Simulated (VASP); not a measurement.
# In in VASP: notebook

Aim: see how the results for In move with the level of theory and the settings. Levels: PBE, LDA. Tasks: single point.

Everything below comes from runs of VASP 6.6.1. Logs are shortened: lines on timing, memory, paths and dates and some standing lists are left out, and cuts for length are marked.

**1. The cell of the first run**

The typed cell holds 3 atoms: a = 8.431 Å, b = 8.431 Å, c = 8.431 Å, α = 22.84°, β = 22.84°, γ = 22.84°.

**2. Single point, PBE (atoms moved at random)**

Contents of INCAR:

```
ALGO     = Fast           # electronic algorithm
EDIFF    = 1E-7           # SCF threshold, eV
ENCUT    = 520            # plane-wave cutoff, eV
GGA      = PE             # functional
ISIF     = 2              # what is computed and relaxed
ISMEAR   = -1             # smearing method
LASPH    = True           # aspherical terms in the spheres
LCHARG   = True           # write CHGCAR
LELF     = True           # ELF
LREAL    = False          # projectors in reciprocal space
LVHAR    = True         
LWAVE    = False          # write WAVECAR
NBANDS   = 26             # bands
NELM     = 80             # most SCF steps
PREC     = Accurate       # precision mode
SIGMA    = 0.05           # smearing width, eV
```

Contents of KPOINTS:

```
k-points
0
Gamma
  9 9 9
```

Contents of POSCAR:

```
In
1.0
    1.6696368166      0.9639652655      8.2074632500
   -1.6696368166      0.9639652655      8.2074632500
    0.0000000000     -1.9279305310      8.2074632500
In
3
Direct
    0.2174140000      0.2057970000      0.2365630000
    0.7759670000      0.7780210000      0.7795960000
   -0.0084250000     -0.0035600000      0.0086230000
```

Potentials or basis: VASP PAW PBE potentials, release 64 (In_d).

Run with:

```bash
$ cat potpaw_PBE.64/In_d/POTCAR > POTCAR
$ mpirun -np 1 vasp_std > vasp.out
```

OUTCAR:

```text
EDIFF = 1E-7
   ENCUT = 520
   GGA = PE
   ISIF = 2
   ISMEAR = -1
   LASPH = True
   LREAL = False
   NELM = 80
   PREC = Accurate

 ion  position               nearest neighbor table
   1  0.217  0.206  0.237-   2 3.27   2 3.30   2 3.32   3 3.36   3 3.36   3 3.39
   2  0.776  0.778  0.780-   1 3.27   1 3.30   1 3.32   3 3.36   3 3.38   3 3.38
   3  0.992  0.996  0.009-   2 3.36   1 3.36   1 3.36   2 3.38   2 3.38   1 3.39

  LATTYP: Found a trigonal (rhomboedric) cell.
 ALAT       =     8.4308581492
 COS(alpha) =     0.9215612875

  Lattice vectors:

 A1 = (   1.6696368166,   0.9639652655,   8.2074632500)
 A2 = (  -1.6696368166,   0.9639652655,   8.2074632500)
 A3 = (   0.0000000000,  -1.9279305310,   8.2074632500)

Analysis of symmetry for initial positions (statically):
=====================================================================
 Subroutine PRICEL returns:
 Original cell was already a primitive cell.

 Routine SETGRP: Setting up the symmetry group for a
 trigonal (rhombohedral) supercell.

 Subroutine GETGRP returns: Found  1 space group operations
 (whereof  1 operations were pure point group operations)
 out of a pool of 12 trial point group operations.

The static configuration has the point symmetry C_1 .

Analysis of symmetry for dynamics (positions and initial velocities):
=====================================================================
 Subroutine PRICEL returns:
 Original cell was already a primitive cell.

 Routine SETGRP: Setting up the symmetry group for a
 trigonal (rhombohedral) supercell.

 Subroutine GETGRP returns: Found  1 space group operations
 (whereof  1 operations were pure point group operations)
 out of a pool of 12 trial point group operations.

The dynamic configuration has the point symmetry C_1 .

 Subroutine INISYM returns: Found  1 space group operations
 (whereof  1 operations are pure point group operations),
 and found     1 'primitive' translations

----------------------------------------------------------------------------------------

                                     Primitive cell

  volume of cell :      79.2581

  direct lattice vectors                    reciprocal lattice vectors
     1.669636817  0.963965265  8.207463250     0.299466324  0.172896963  0.040613442
    -1.669636817  0.963965265  8.207463250    -0.299466324  0.172896963  0.040613442
     0.000000000 -1.927930531  8.207463250     0.000000000 -0.345793926  0.040613442

  length of vectors
     8.430858149  8.430858149  8.430858149     0.348170778  0.348170778  0.348170778

  position of ions in fractional coordinates (direct lattice)
     0.217414000  0.205797000  0.236563000
     0.775967000  0.778021000  0.779596000
     0.991575000  0.996440000  0.008623000

  ion indices of the primitive-cell ions
   primitive index   ion index
                 1           1
                 2           2
                 3           3

----------------------------------------------------------------------------------------

 KPOINTS: k-points

Automatic generation of k-mesh.
 Grid dimensions read from file:
 generate k-points for:    9    9    9

 Generating k-lattice:

  Cartesian coordinates                     Fractional coordinates (reciprocal lattice)
     0.033274036  0.019210774  0.004512605     0.111111111  0.000000000 -0.000000000
    -0.033274036  0.019210774  0.004512605     0.000000000  0.111111111 -0.000000000
     0.000000000 -0.038421547  0.004512605    -0.000000000 -0.000000000  0.111111111

  Length of vectors
     0.038685642  0.038685642  0.038685642

  Shift w.r.t. Gamma in fractional coordinates (k-lattice)
     0.000000000  0.000000000  0.000000000

 Subroutine IBZKPT returns following result:
 ===========================================

 Found    365 irreducible k-points:

 Following reciprocal coordinates:
            Coordinates               Weight
  0.000000  0.000000  0.000000      1.000000
  0.111111  0.000000  0.000000      2.000000
  0.000000  0.111111  0.000000      2.000000
  0.000000  0.000000  0.111111      2.000000
  0.222222 -0.000000  0.000000      2.000000
 -0.000000  0.222222  0.000000      2.000000
[... 16 lines left out ...]
  0.333333  0.111111  0.000000      2.000000
 -0.333333  0.000000 -0.111111      2.000000
 [... further k-points ...]
   k-points           NKPTS =    365   k-points in BZ     NKDIM =    365   number of bands    NBANDS=     26
   number of dos      NEDOS =    301   number of ions     NIONS =      3
   total plane-waves  NPLWV = 262144
   dimension x,y,z NGX =    64 NGY =   64 NGZ =   64
   dimension x,y,z NGXF=   128 NGYF=  128 NGZF=  128
   ions per type =               3
   NGX,Y,Z   is equivalent  to a cutoff of  12.62, 12.62, 12.62 a.u.
   NGXF,Y,Z  is equivalent  to a cutoff of  25.24, 25.24, 25.24 a.u.
 SYSTEM =  unknown system
   PREC   = accura    normal or accurate (medium, high low for compatibility)
   ISTART =      0    job   : 0-new  1-cont  2-samecut
[... 30 lines left out ...]
  Thomas-Fermi vector in A             =   2.424161
   LORBIT       =      0    0 simple, 1 ext, 2 COOP (PROOUT), +10 PAW based schemes
   GGA     = PE    functional components
   LHFCALC =     F    Hartree Fock is set to
   AEXX    =    0.0000 exact exchange contribution
   IVDW    =     0    specifies the selected vdW correction
   LEPSILON=     F    determine dielectric tensor
   LRPA    =     F    only Hartree local field effects (RPA)
 non-spin polarized calculation
 RMM-DIIS sequential band-by-band and
  energy-cutoff  :      520.00
  volume of cell :       79.26
 maximum number of plane-waves:      2160
   NGX = 31   NGY = 31   NGZ = 31

 number of electron      39.0000010 magnetization

 Free energy of the ion-electron system (eV)
  ---------------------------------------------------
  ext. energy  EPLUGINS =         0.00000000
  ---------------------------------------------------
  free energy    TOTEN  =        -7.63217787 eV

  energy without entropy =       -7.61761523  energy(sigma->0) =       -7.62489655

 E-fermi :   7.4207     XC(G=0): -10.2066

 val. band max:        7.4179627671   @ k =  -0.2222   0.3333   0.1111
 cond. band min:       7.4262433181   @ k =   0.0000  -0.2222   0.2222
 fundamental gap:      0.0082805510
 Fermi energy:         7.4207061109

 k-point     1 :       0.0000    0.0000    0.0000
  band No.  band energies     occupation
      1      -7.2574      2.00000
      2      -7.2510      2.00000
      3      -7.2135      2.00000
      4      -7.2066      2.00000
      5      -7.2054      2.00000
      6      -7.1882      2.00000
[... 18 lines left out ...]
     25      17.5877      0.00000
     26      17.7650      0.00000

 k-point     2 :       0.1111    0.0000    0.0000
  band No.  band energies     occupation
      1      -7.2583      2.00000
      2      -7.2460      2.00000
      3      -7.2137      2.00000
      4      -7.2029      2.00000
      5      -7.1788      2.00000
      6      -7.1729      2.00000
[... 18 lines left out ...]
     25      16.3913      0.00000
     26      17.1826      0.00000

 k-point     3 :       0.0000    0.1111    0.0000
  band No.  band energies     occupation
      1      -7.2585      2.00000
      2      -7.2453      2.00000
      3      -7.2124      2.00000
      4      -7.2043      2.00000
      5      -7.1794      2.00000
      6      -7.1711      2.00000
[... 18 lines left out ...]
     25      16.3795      0.00000
     26      17.5702      0.00000

 k-point     4 :       0.0000    0.0000    0.1111
  band No.  band energies     occupation
      1      -7.2584      2.00000
      2      -7.2470      2.00000
      3      -7.2150      2.00000
      4      -7.2009      2.00000
      5      -7.1779      2.00000
      6      -7.1746      2.00000
[... 18 lines left out ...]
     25      16.4088      0.00000
     26      17.1686      0.00000
[... 496 lines left out ...]
      1      -7.2616      2.00000
      2      -7.2507      2.00000
      3      -7.2294      2.00000
      4      -7.2037      2.00000
      5      -7.1638      2.00000
      6      -7.1425      2.00000
[... 18 lines left out ...]
     25      15.2052      0.00000
     26      16.2100      0.00000

 k-point    23 :       0.3333    0.1111    0.0000
  band No.  band energies     occupation
      1      -7.2990      2.00000
      2      -7.2784      2.00000
      3      -7.2312      2.00000
      4      -7.2029      2.00000
      5      -7.1840      2.00000
      6      -7.1668      2.00000
[... 18 lines left out ...]
     25      12.2228      0.00000
     26      15.2019      0.00000

 k-point    24 :      -0.3333    0.0000   -0.1111
  band No.  band energies     occupation
      1      -7.2969      2.00000
      2      -7.2778      2.00000
      3      -7.2292      2.00000
      4      -7.2027      2.00000
      5      -7.1824      2.00000
      6      -7.1683      2.00000
[... 18 lines left out ...]
     25      12.2316      0.00000
     26      15.2076      0.00000

 [... further k-points ...]

------------------------ aborting loop because EDIFF is reached ----------------------------------------

  FORCE on cell =-STRESS in cart. coord.  units (eV):
  Direction    XX          YY          ZZ          XY          YZ          ZX
  --------------------------------------------------------------------------------------
  -------------------------------------------------------------------------------------
  Total        1.0168254      1.0666563      0.7153381      0.0145012     -0.0035832      0.0030124
  in kB       20.5548048     21.5621210     14.4603345      0.2931372     -0.0724334      0.0608956
  external PRESSURE =      18.8590868 kB  Pullay stress =       0.0000000 kB

 VOLUME and BASIS-vectors are now :
 -----------------------------------------------------------------------------
  energy-cutoff  :      520.00
  volume of cell :       79.26
      direct lattice vectors                 reciprocal lattice vectors
     1.669636817  0.963965265  8.207463250     0.299466324  0.172896963  0.040613442
    -1.669636817  0.963965265  8.207463250    -0.299466324  0.172896963  0.040613442
     0.000000000 -1.927930531  8.207463250     0.000000000 -0.345793926  0.040613442

 POSITION                                       TOTAL-FORCE (eV/Angst)
 -----------------------------------------------------------------------------------
      0.01940     -0.04812      5.41507        -0.003364      0.005810      0.075327
     -0.00343     -0.00502     19.15280         0.002239     -0.006047     -0.076137
     -0.00812      1.89975     16.38733         0.001125      0.000237      0.000809
 -----------------------------------------------------------------------------------
    total drift:                                0.000024     -0.000002     -0.000492

  FREE ENERGIE OF THE ION-ELECTRON SYSTEM (eV)
  ---------------------------------------------------
  free  energy   TOTEN  =        -7.6321778700 eV

  energy  without entropy=       -7.6176152330  energy(sigma->0) =       -7.62489655
```

Wall time 58 min (1 thread of Intel Xeon Platinum 8559C (Emerald Rapids), shared host); peak memory 0.97 GiB.

What came out:

| Property | Result |
| --- | --- |
| Free energy | -7.6322 eV |
| Pressure | 1.9 GPa |
| Largest force | 0.076 eV/Å |
| Band gap on the k mesh | zero (an odd number of electrons rules out a gap without spin polarisation) |

Forces on the atoms (eV/Å):
```
In  -0.003  0.006  0.075
In   0.002 -0.006 -0.076
In   0.001  0.000  0.001
```

Caveat: the cell differs from its parent crystal (atoms moved at random); spin-orbit coupling is left out, which moves the levels of the heavy elements.

(Part 1 of 2 ends here.)
